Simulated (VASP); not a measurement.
# Zr9N8 (a cell with a defect) in VASP: further runs, part 2 of 2

VASP 6.6.1.

**4. Single point, PBE**

INCAR

```
  PREC = Accurate
  ENCUT = 520
  EDIFF = 1E-6
  ISMEAR = 0
  SIGMA = 0.1
  LREAL = Auto
  LASPH = True
  NELM = 80
  ALGO = Normal
  ISIF = 2
  LWAVE = False
  LCHARG = True
  GGA = PE
  LELF = True
  LVHAR = True
  NBANDS = 88
```

KPOINTS

```
regular mesh
0
Gamma
  4 4 4
```

POSCAR

```
Zr9N8
1.0
    0.0000000000      4.5945978683     -4.5945978683
    4.5945978683      4.5945978683      0.0000000000
    4.5945978683      0.0000000000     -4.5945978683
Zr N
9 8
Direct
    0.2512704121      0.7523819492      0.2495840839
    0.2522638614      0.2533425195      0.2483002937
    0.7520488406      0.7524508345      0.2488431050
    0.7318395638      0.2264429945      0.2953972336
    0.2512667121      0.7523830374      0.7489879634
    0.3214589268      0.2185931237      0.7310405821
    0.7161257839      0.8458785973      0.7200802105
    0.7319083403      0.2265026298      0.7485023932
    0.8885817904      0.4262518845      0.8438174811
    0.4862969653      0.5008932372      0.0075035947
    0.4892763337     -0.0080303002      0.0337402760
    1.0155652646      0.5082172732      0.0173993464
    1.0009104457      0.0034562328     -0.0010773522
    0.5062683540      0.5111810799      0.4923953227
    0.4892629485     -0.0080804678      0.4872131499
    1.0154821235      0.5081225968      0.4612042361
    1.0189994063      0.0071397979      0.4880408611
```

Potentials or basis: VASP PAW PBE potentials, release 64 (Zr_sv, N).

Command:

```
$ cat potpaw_PBE.64/Zr_sv/POTCAR potpaw_PBE.64/N/POTCAR > POTCAR
$ mpirun -np 1 vasp_std > vasp.out
```

OUTCAR:

```text
PREC = Accurate
   ENCUT = 520
   EDIFF = 1E-6
   ISMEAR = 0
   LREAL = Auto
   LASPH = True
   NELM = 80
   ISIF = 2
   GGA = PE

 ion  position               nearest neighbor table
   1  0.251  0.752  0.250-  11 2.20  16 2.21  17 2.27  10 2.27  14 2.29  13 2.30   6 3.22   4 3.24
                             2 3.24   5 3.24   3 3.25   3 3.25   5 3.25   2 3.25   7 3.27   4 3.28
   2  0.252  0.253  0.248-  12 2.15  16 2.15  15 2.19  11 2.19  17 2.20  10 2.21   4 3.19   8 3.19
                             5 3.24   1 3.24   3 3.25   3 3.25   1 3.25   5 3.25   6 3.27   6 3.27
   3  0.752  0.752  0.249-  12 2.19  16 2.19  15 2.20  11 2.20  14 2.24  13 2.30   4 3.18   8 3.18
                             5 3.25   1 3.25   2 3.25   2 3.25   1 3.25   5 3.25   7 3.29   7 3.29
   4  0.732  0.226  0.295-  15 2.21  17 2.23  14 2.23  13 2.40   9 2.42  10 2.46  12 2.60   7 2.62
                             6 2.75   8 2.94   3 3.18   2 3.19   1 3.24   1 3.28   2 3.33   3 3.34
   5  0.251  0.752  0.749-  15 2.20  12 2.21  17 2.27  10 2.27  14 2.29  13 2.30   6 3.22   8 3.24
                             2 3.24   1 3.24   3 3.25   3 3.25   1 3.25   2 3.25   7 3.27   8 3.28
   6  0.321  0.219  0.731-  15 2.21  11 2.21  14 2.22   9 2.32  13 2.48   7 2.50  16 2.65  12 2.65
                             4 2.75   8 2.75   5 3.22   1 3.22   2 3.27   2 3.27   1 3.32   5 3.32
   7  0.716  0.846  0.720-  15 2.18  11 2.18  17 2.18   9 2.23   6 2.50   4 2.62   8 2.63  10 2.67
                            16 2.75  12 2.75   5 3.27   1 3.27   3 3.29   3 3.29   1 3.30   5 3.30
   8  0.732  0.227  0.749-  11 2.21  17 2.23  14 2.23  13 2.40   9 2.42  10 2.46  16 2.60   7 2.63
                             6 2.75   4 2.94   3 3.18   2 3.19   5 3.24   5 3.28   2 3.33   3 3.34
   9  0.889  0.426  0.844-  12 2.05  16 2.05  10 2.16   7 2.23  13 2.25   6 2.32   4 2.42   8 2.42
                             5 3.56   1 3.56   3 3.68   3 3.69   2 3.79   2 3.79   1 3.81   5 3.81
  10  0.486  0.501  0.008-   9 2.16   2 2.21   5 2.27   1 2.27   8 2.46   4 2.46   7 2.67
  11  0.489  0.992  0.034-   7 2.18   2 2.19   1 2.20   3 2.20   6 2.21   8 2.21
  12  0.016  0.508  0.017-   9 2.05   2 2.15   3 2.19   5 2.21   4 2.60   6 2.65   7 2.75
  13  0.001  0.003  0.999-   9 2.25   3 2.30   5 2.30   1 2.30   8 2.40   4 2.40   6 2.48
  14  0.506  0.511  0.492-   6 2.22   8 2.23   4 2.23   3 2.24   5 2.29   1 2.29
  15  0.489  0.992  0.487-   7 2.18   2 2.19   5 2.20   3 2.20   6 2.21   4 2.21
  16  0.015  0.508  0.461-   9 2.05   2 2.15   3 2.19   1 2.21   8 2.60   6 2.65   7 2.75
  17  0.019  0.007  0.488-   7 2.18   2 2.20   4 2.23   8 2.23   5 2.27   1 2.27

  LATTYP: Found a face centered cubic cell.
 ALAT       =     9.1891957366

  Lattice vectors:

 A1 = (   0.0000000000,   4.5945978683,  -4.5945978683)
 A2 = (   4.5945978683,   4.5945978683,   0.0000000000)
 A3 = (   4.5945978683,   0.0000000000,  -4.5945978683)

Analysis of symmetry for initial positions (statically):
=====================================================================
 Subroutine PRICEL returns:
 Original cell was already a primitive cell.

 Routine SETGRP: Setting up the symmetry group for a
 face centered cubic supercell.

 Subroutine GETGRP returns: Found  1 space group operations
 (whereof  1 operations were pure point group operations)
 out of a pool of 48 trial point group operations.

The static configuration has the point symmetry C_1 .

Analysis of symmetry for dynamics (positions and initial velocities):
=====================================================================
 Subroutine PRICEL returns:
 Original cell was already a primitive cell.

 Routine SETGRP: Setting up the symmetry group for a
 face centered cubic supercell.
[... 120 lines left out ...]
   dimension x,y,z NGX =    48 NGY =   48 NGZ =   48
   dimension x,y,z NGXF=    96 NGYF=   96 NGZF=   96
   ions per type =               9   8
   NGX,Y,Z   is equivalent  to a cutoff of  12.28, 12.28, 12.28 a.u.
   NGXF,Y,Z  is equivalent  to a cutoff of  24.56, 24.56, 24.56 a.u.
 SYSTEM =  unknown system
   PREC   = accura    normal or accurate (medium, high low for compatibility)
   ISTART =      0    job   : 0-new  1-cont  2-samecut
   ICHARG =      2    charge: 1-file 2-atom 10-const
   ISPIN  =      1    spin polarized calculation?
   LNONCOLLINEAR =      F non collinear calculations
   LSORBIT =      F    spin-orbit coupling
   LASPH  =      T    aspherical Exc in radial PAW
   ENCUT  =  520.0 eV  38.22 Ry    6.18 a.u.  12.08 12.08 12.08*2*pi/ulx,y,z
   NELM   =     80;   NELMIN=  2; NELMDL= -5     # of ELM steps
   EDIFF  = 0.1E-05   stopping-criterion for ELM
   LREAL  =      T    real-space projection
   EDIFFG = 0.1E-04   stopping-criterion for IOM
   NSW    =      0    number of steps for IOM
   IBRION =     -1    ionic relax: 0-MD 1-quasi-New 2-CG
   NFREE  =      0    steps in history (QN), initial steepest desc. (CG)
   ISIF   =      2    stress and relaxation
   ISYM   =      2    0-nonsym 1-usesym 2-fastsym
   POTIM  = 0.5000    time-step for ionic-motion
   TEBEG  =    0.0;   TEEND  =   0.0 temperature during run
   PSTRESS=    0.0 pullay stress
   NELECT =     148.0000    total number of electrons
   NUPDOWN=      -1.0000    fix difference up-down
   EMIN   =  10.00;   EMAX   =-10.00  energy-range for DOS
   EFERMI =   0.00;   METHOD = LEGACY
   ISMEAR =     0;   SIGMA  =   0.10  broadening in eV -4-tet -1-fermi 0-gaus
   EFERMI_NEDOS =   21; number of points for ismear=-14 and -15
   IALGO  =     38    algorithm
   IMIX   =      4    mixing-type and parameters
     AMIX     =   0.40;   BMIX     =  1.00
     AMIX_MAG =   1.60;   BMIX_MAG =  1.00
  volume/ion in A,a.u.               =      11.41        77.01
  Fermi-wavevector in a.u.,A,eV,Ry     =   1.495907  2.826854 30.446266  2.237737
  Thomas-Fermi vector in A             =   2.607992
   LORBIT       =      0    0 simple, 1 ext, 2 COOP (PROOUT), +10 PAW based schemes
   GGA     = PE    functional components
   LHFCALC =     F    Hartree Fock is set to
   AEXX    =    0.0000 exact exchange contribution
   IVDW    =     0    specifies the selected vdW correction
   LEPSILON=     F    determine dielectric tensor
   LRPA    =     F    only Hartree local field effects (RPA)
 non-spin polarized calculation
 Gauss-broadening in eV      SIGMA  =   0.10
  energy-cutoff  :      520.00
  volume of cell :      193.99
 maximum number of plane-waves:      5238
   NGX = 25   NGY = 25   NGZ = 25

 number of electron     148.0000001 magnetization

 Free energy of the ion-electron system (eV)
  ---------------------------------------------------
  ext. energy  EPLUGINS =         0.00000000
  ---------------------------------------------------
  free energy    TOTEN  =      -157.53926412 eV

  energy without entropy =     -157.50376961  energy(sigma->0) =     -157.52151686

 E-fermi :  13.0483     XC(G=0): -12.8624

 val. band max:       13.0438659684   @ k =   0.5000  -0.2500  -0.2500
 cond. band min:      13.0640165356   @ k =   0.0000   0.0000   0.2500
 fundamental gap:      0.0201505673
 Fermi energy:        13.0482824170

 k-point     1 :       0.0000    0.0000    0.0000
  band No.  band energies     occupation
      1     -36.6460      2.00000
      2     -36.4697      2.00000
      3     -36.4213      2.00000
      4     -36.3779      2.00000
      5     -36.2718      2.00000
      6     -35.9331      2.00000
[... 2125 lines left out ...]
     85      15.6019      0.00000
     86      15.6847      0.00000

 [... further k-points ...]

 [bands above 86 left out]

------------------------ aborting loop because EDIFF is reached ----------------------------------------

  FORCE on cell =-STRESS in cart. coord.  units (eV):
  Direction    XX          YY          ZZ          XY          YZ          ZX
  --------------------------------------------------------------------------------------
  -------------------------------------------------------------------------------------
  Total       45.1175820     45.4196916     45.1182745     -0.0030670     -0.0001163      1.2499132
  in kB      372.6352053    375.1303892    372.6409246     -0.0253311     -0.0009602     10.3232848
  external PRESSURE =     373.4688397 kB  Pullay stress =       0.0000000 kB

 VOLUME and BASIS-vectors are now :
 -----------------------------------------------------------------------------
  energy-cutoff  :      520.00
  volume of cell :      193.99
      direct lattice vectors                 reciprocal lattice vectors
     0.000000000  4.594597868 -4.594597868    -0.108823452  0.108823452 -0.108823452
     4.594597868  4.594597868  0.000000000     0.108823452  0.108823452  0.108823452
     4.594597868  0.000000000 -4.594597868     0.108823452 -0.108823452 -0.108823452

 POSITION                                       TOTAL-FORCE (eV/Angst)
 -----------------------------------------------------------------------------------
      4.60363      4.61138     -2.30122        -0.016238      0.007247     -0.007267
      2.30485      2.32306     -2.29989        -0.033059      0.011839     -0.033032
      4.60054      6.91257     -4.59870        -0.003494      0.003820     -0.003535
      2.39765      4.40292     -4.71974        -0.027364      0.021291     -0.065180
      6.89820      4.61137     -4.59577        -0.007878      0.007951     -0.015655
      4.36319      2.48132     -4.83581         0.025835     -0.105664      0.025601
[... 9 lines left out ...]
      4.45367      2.40575     -2.19018        -0.055509     -0.014893     -0.053255
      2.27516      0.12010     -2.32965        -0.046005      0.052638     -0.045789
 -----------------------------------------------------------------------------------
    total drift:                               -0.002788     -0.005005      0.003369

  FREE ENERGIE OF THE ION-ELECTRON SYSTEM (eV)
  ---------------------------------------------------
  free  energy   TOTEN  =      -157.5392641182 eV

  energy  without entropy=     -157.5037696109  energy(sigma->0) =     -157.52151686
```

Run time: 16 min. Hardware: 1 thread of AMD EPYC 7R13 (Zen 3), shared host; peak memory 0.53 GiB.

Results:

```yaml
Free_energy: -157.5393 eV
Pressure: 37.3 GPa
Largest_force: 0.217 eV/Å
Band_gap_on_the_k_mesh: zero (band 74 reaches 13.59 eV, above the bottom of band 75 at 12.66 eV)
```

Forces in eV/Å, atoms in the order of the input:
```
Zr  -0.016  0.007 -0.007
Zr  -0.033  0.012 -0.033
Zr  -0.003  0.004 -0.004
Zr  -0.027  0.021 -0.065
Zr  -0.008  0.008 -0.016
Zr   0.026 -0.106  0.026
Zr   0.108  0.130  0.108
Zr  -0.065  0.021 -0.026
Zr   0.138 -0.093  0.139
N    0.018 -0.079  0.018
N   -0.005 -0.003  0.000
N   -0.053 -0.015 -0.056
N    0.041  0.091  0.041
N   -0.018 -0.033 -0.019
N    0.000 -0.003 -0.007
N   -0.056 -0.015 -0.053
N   -0.046  0.053 -0.046
```
